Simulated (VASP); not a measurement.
Input of a VASP 6.6.1 run:

The input INCAR:

```
SYSTEM = BN
ALGO = Normal ; EDIFF = 1E-7
EDIFFG = -0.008 ; ENCUT = 600
GGA = PS ; IBRION = 2
ISIF = 3 ; ISMEAR = 0
LASPH = .TRUE. ; LCHARG = .FALSE.
LREAL = .FALSE. ; LWAVE = .FALSE.
NELM = 100 ; NSW = 70
PREC = Accurate ; PSTRESS = 10.0
SIGMA = 0.02
```

KPOINTS

```
k-points
0
G
  12 12 12
  0 0 0
```

File POSCAR:

```
BN
1.0
    1.2480513995      0.7205628114      3.4702792866
   -1.2480513995      0.7205628114      3.4702792866
    0.0000000000     -1.4411256229      3.4702792866
B N
1 1
Direct
    0.9996236947      0.9996236947      0.9996236947
    0.3328093053      0.3328093053      0.3328093053
```

Potentials or basis: VASP PAW PBE potentials, release 64 (B, N).

The run is started by

```bash
$ cat potpaw_PBE.64/B/POTCAR potpaw_PBE.64/N/POTCAR > POTCAR
$ mpirun -np 1 vasp_std > vasp.out
```

Q: Predict the band gap on the k mesh.

A: 4.10 eV (least direct gap 4.64 eV).

Q: Predict the relaxed volume.

A: 8.84 Å³/atom.

Q: What does it give for the space group after relaxing (to 0.1 Å)?

A: R3m (No. 160).

Final structure:
```cif
data_structure
_symmetry_space_group_name_H-M 'P 1'
_symmetry_Int_Tables_number 1
_cell_length_a 3.5648
_cell_length_b 3.5648
_cell_length_c 3.5648
_cell_angle_alpha 41.106
_cell_angle_beta 41.106
_cell_angle_gamma 41.106
_cell_volume 17.68
loop_
_atom_site_label
_atom_site_type_symbol
_atom_site_fract_x
_atom_site_fract_y
_atom_site_fract_z
_atom_site_occupancy
B1 B 0.99970 0.99970 0.99970 1
N1 N 0.33274 0.33274 0.33274 1
```

Caveat: the cell is relaxed towards a set pressure, so the run minimises the enthalpy, not the energy; the PAW data sets were made with another functional, which shifts forces and pressure a little. A k mesh can miss the band edges.
